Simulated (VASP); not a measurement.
Wanted: the native input for a VASP 6.6.1 run.

| Property | Result |
| --- | --- |
| Task | single point |
| Functional | HSE06 |
| Potentials or basis | VASP PAW PBE potentials, release 64 (Ti_sv, S) |
| Cutoff | 400 eV |
| k mesh | 6 × 6 × 4 |
| Occupations | fermi-dirac, width 0.02 eV |
| Spin | no spin polarisation |
| Dipole correction | no |
| Grid for exact exchange (PRECFOCK) | Normal |
| Further INCAR settings | ALGO = Normal; EDIFF = 1e-06; NBANDS = 19 |
| Share of exact exchange | 0.25 |
| Screening parameter | 0.2079 1/Å |

TiS2:

```
CELL_PARAMETERS angstrom
3.41060 0.00000 0.00000
-1.70530 2.95367 0.00000
0.00000 0.00000 6.07444
ATOMIC_POSITIONS crystal
Ti 0.00000 0.00000 0.00000
S 0.33333 0.66667 0.23234
S 0.66667 0.33333 0.76766
```

This cell differs from its parent crystal: uniaxial z strain +5.8%.

The input as run:

POSCAR

```
TiS2
1.0
    3.4106015318      0.0000000000      0.0000000000
   -1.7053007659      2.9536675687      0.0000000000
    0.0000000000      0.0000000000      6.0744353407
Ti S
1 2
Direct
    0.0000000000      0.0000000000      0.0000000000
    0.3333333333      0.6666666667      0.2323361297
    0.6666666667      0.3333333333      0.7676638703
```

INCAR.step1

```
  PREC = Accurate
  ENCUT = 400
  EDIFF = 1E-5
  ISMEAR = -1
  SIGMA = 0.02
  LREAL = False
  LASPH = True
  NELM = 120
  ALGO = Normal
  ISIF = 2
  LWAVE = True
  LCHARG = False
  GGA = PE
  NBANDS = 19
  GGA_COMPAT = False
```

INCAR.step2

```
  PREC = Accurate
  ENCUT = 400
  EDIFF = 1E-6
  ISMEAR = -1
  SIGMA = 0.02
  LREAL = False
  LASPH = True
  NELM = 120
  ALGO = Normal
  ISIF = 2
  LWAVE = False
  LCHARG = False
  GGA = PE
  LHFCALC = True
  HFSCREEN = 0.2079
  PRECFOCK = Normal
  ISTART = 1
  NBANDS = 19
  GGA_COMPAT = False
```

KPOINTS

```
Automatic mesh
0
Gamma
  6 6 4
```

Potentials or basis: VASP PAW PBE potentials, release 64 (Ti_sv, S).

Launch:

```sh
$ cat potpaw_PBE.64/Ti_sv/POTCAR potpaw_PBE.64/S/POTCAR > POTCAR
$ cp INCAR.step1 INCAR
$ mpirun -np 1 vasp_std > vasp.out
$ cp INCAR.step2 INCAR
$ mpirun -np 1 vasp_std > vasp.out
```

It gave:

```yaml
Pressure: -1.0 GPa
Largest_force: 0.238 eV/Å
Band_gap_on_the_k_mesh: 0.63 eV (least direct gap 1.15 eV)
```

Caveat: the cell differs from its parent crystal (uniaxial z strain +5.8%); the PAW data sets were made with another functional, which shifts forces and pressure a little; this functional lacks dispersion, which binds layers or chains, so the pressure and a relaxed spacing across them are unreliable.

It took 85 min on 1 thread of Intel(R) Xeon(R) Platinum 8259CL CPU @ 2.50GHz (Skylake/Cascade Lake), with other jobs on the host, peak memory 0.28 GiB.
